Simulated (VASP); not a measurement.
## Cu2IBr: relaxation of cell and atoms with PBEsol+D4

Cu2IBr:

```
I Br Cu
1.0
     1.96853    1.13653    6.38762
    -1.96853    1.13653    6.38762
     0.00000   -2.27306    6.38762
I Br Cu
1 1 2
Direct
  0.00000 0.00000 0.00000
  0.50000 0.50000 0.50000
  0.24903 0.24903 0.24903
  0.75097 0.75097 0.75097
```

```yaml
Program: VASP 6.6.1
Task: relaxation of cell and atoms
Functional: PBEsol
Dispersion: D4
Potentials_or_basis: VASP PAW PBE potentials, release 64 (I, Br, Cu)
Cutoff: 600 eV
k_mesh: 8 × 8 × 8
Occupations: fermi-dirac, width 0.05 eV
Spin: no spin polarisation
Dipole_correction: no
Further_INCAR_settings: ALGO = Normal; EDIFF = 1e-07; IBRION = 2; EDIFFG = -0.01; NSW = 60; ISIF = 3
```

| Item | Value |
| --- | --- |
| Relaxed volume | 19.59 Å³/atom |
| Relaxed cell | a = 6.541 Å, b = 6.541 Å, c = 6.541 Å, α = 34.09°, β = 34.09°, γ = 34.09° |
| Space group after relaxing (to 0.1 Å) | R-3m (No. 166) |
| Energy gained by relaxing | 30.0 meV/atom |
| Ionic steps | 10 |
| Pressure after relaxing | 0.0 GPa |
| Band gap on the k mesh | zero (bands 18 and 19 overlap by 0.20 eV) |
| Dispersion energy per atom | -0.249 eV |

Forces in eV/Å, atoms in the order of the input:
```
I    0.000  0.000  0.000
Br   0.000  0.000  0.000
Cu   0.000  0.000 -0.003
Cu   0.000  0.000  0.003
```

The path:
```csv
step,energy change (eV),largest force (eV/Å),pressure (GPa),volume (Å³)
1,0.0000,0.0134,-4.74,85.75
2,-0.1156,0.1164,0.34,78.12
3,-0.1161,0.1097,0.06,78.51
4,-0.1161,0.1073,-0.06,78.65
5,-0.1173,0.0903,-0.06,78.62
6,-0.1195,0.0397,-0.04,78.52
7,-0.1187,0.0559,0.01,78.33
8,-0.1200,0.0033,-0.06,78.45
9,-0.1200,0.0029,0.12,78.29
10,-0.1200,0.0029,0.02,78.38
```

Final structure:
```cif
data_structure
_symmetry_space_group_name_H-M 'P 1'
_symmetry_Int_Tables_number 1
_cell_length_a 6.5409
_cell_length_b 6.5409
_cell_length_c 6.5409
_cell_angle_alpha 34.090
_cell_angle_beta 34.090
_cell_angle_gamma 34.090
_cell_volume 78.38
loop_
_atom_site_label
_atom_site_type_symbol
_atom_site_fract_x
_atom_site_fract_y
_atom_site_fract_z
_atom_site_occupancy
I1 I 0.00000 0.00000 0.00000 1
Br1 Br 0.50000 0.50000 0.50000 1
Cu1 Cu 0.24727 0.24727 0.24727 1
Cu2 Cu 0.75273 0.75273 0.75273 1
```

Levels at points of the mesh, in eV from the Fermi level:
```
           k point  band 16  band 17  band 18  band 19  band 20  band 21
(0.00, 0.00, 0.00)    -1.85     0.02     0.02     0.43     2.77     4.58
(0.50, 0.00, 0.00)    -1.36    -1.26    -1.08     1.56     2.00     5.02
(0.50, 0.50, 0.00)    -1.74    -0.45    -0.11    -0.06     2.60     4.61
(0.50, 0.50, 0.50)    -1.16    -0.46    -0.46     2.41     3.33     5.68
```

Run time: 41 min on 1 thread of Intel(R) Xeon(R) Platinum 8488C (Sapphire Rapids) (shared host), peak memory 0.56 GiB.

Caveat: semilocal functionals underestimate gaps, and a narrow one can read as zero; the PAW data sets were made with another functional, which shifts forces and pressure a little; spin-orbit coupling is left out, which moves the levels of the heavy elements.
